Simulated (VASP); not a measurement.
A run of VASP 6.6.1:

The input INCAR:

```
PREC = Accurate ; ENCUT = 520
EDIFF = 1E-7 ; ISMEAR = 0
SIGMA = 0.15 ; LREAL = False
LASPH = True ; NELM = 100
ALGO = Fast ; ISIF = 2
LWAVE = False ; LCHARG = False
GGA = PE ; NBANDS = 12
```

The input KPOINTS:

```
regular mesh
0
Gamma
  22 22 22
```

POSCAR

```
Ti
1.0
   -1.3762691371      1.3762691371      2.1549622148
    1.3762691371     -1.3762691371      2.1549622148
    1.3762691371      1.3762691371     -2.1549622148
Ti
1
Direct
    0.0000000000      0.0000000000      0.0000000000
```

Potentials or basis: VASP PAW PBE potentials, release 64 (Ti_sv).

Launch:

```console
$ cat potpaw_PBE.64/Ti_sv/POTCAR > POTCAR
$ mpirun -np 1 vasp_std > vasp.out
```

Hardware: 1 thread of Intel(R) Xeon(R) 6975P-C (Granite Rapids), on a shared host.

Task: Estimate the wall time of this run.

Result: It took 110 s on 1 thread of Intel(R) Xeon(R) 6975P-C (Granite Rapids), on a shared host, peak memory 0.27 GiB. Counts: scf iterations 26, k points 834.
